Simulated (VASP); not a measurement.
Set up this calculation in VASP 6.6.1, as the native input.

```
Task                   : single point
Functional             : PBE
Potentials or basis    : VASP PAW PBE potentials, release 64 (Sn_d, O)
Cutoff                 : 520 eV
k mesh                 : 6 × 6 × 6
Occupations            : gaussian, width 0.05 eV
Spin                   : no spin polarisation
Dipole correction      : no
Further INCAR settings : ALGO = Normal; EDIFF = 1e-06; NBANDS = 64
```

The structure of SnO2 lies in POSCAR:

```
SnO2
1.0
    4.8822001318      0.0000000000      0.0000000000
    0.0000000000      6.0551977245      0.0000000000
    0.0000000000      0.0000000000      5.4072215866
Sn O
4 8
Direct
    0.5000000000      0.6651654903      0.7500000000
    0.0000000000      0.8348345097      0.2500000000
    0.5000000000      0.3348345097      0.2500000000
    0.0000000000      0.1651654903      0.7500000000
    0.7301204269      0.6070551965      0.0781681516
    0.2301204269      0.8929448035      0.9218318484
    0.7698795731      0.8929448035      0.5781681516
    0.2698795731      0.6070551965      0.4218318484
    0.7301204269      0.3929448035      0.5781681516
    0.2301204269      0.1070551965      0.4218318484
    0.7698795731      0.1070551965      0.0781681516
    0.2698795731      0.3929448035      0.9218318484
```

One way to write it, as run:

INCAR

```
SYSTEM = SnO2
PREC     = Accurate       ! precision mode
ENCUT    = 520            ! plane-wave cutoff, eV
EDIFF    = 1E-6           ! SCF threshold, eV
ISMEAR   = 0              ! smearing method
SIGMA    = 0.05           ! smearing width, eV
LREAL    = .FALSE.        ! projectors in reciprocal space
LASPH    = .TRUE.         ! aspherical terms in the spheres
NELM     = 100            ! most SCF steps
ALGO     = Normal         ! electronic algorithm
ISIF     = 2              ! what is computed and relaxed
LWAVE    = .FALSE.        ! write WAVECAR
LCHARG   = .FALSE.        ! write CHGCAR
GGA      = PE             ! functional
NBANDS   = 64             ! bands
```

KPOINTS

```
regular mesh
0
G
  6 6 6
  0 0 0
```

Potentials or basis: VASP PAW PBE potentials, release 64 (Sn_d, O).

The run is started by

```bash
$ cat potpaw_PBE.64/Sn_d/POTCAR potpaw_PBE.64/O/POTCAR > POTCAR
$ mpirun -np 1 vasp_std > vasp.out
```

Results of the run:

The pressure is -11.1 GPa and the largest force is 0.164 eV/Å. The band gap on the k mesh is 0.29 eV.

Caveat: the cell stands under tension; spin-orbit coupling is left out, which moves the levels of the heavy elements.

It took 7.2 min on 1 thread of Intel(R) Xeon(R) 6975P-C (Granite Rapids), on a shared host, peak memory 0.54 GiB.
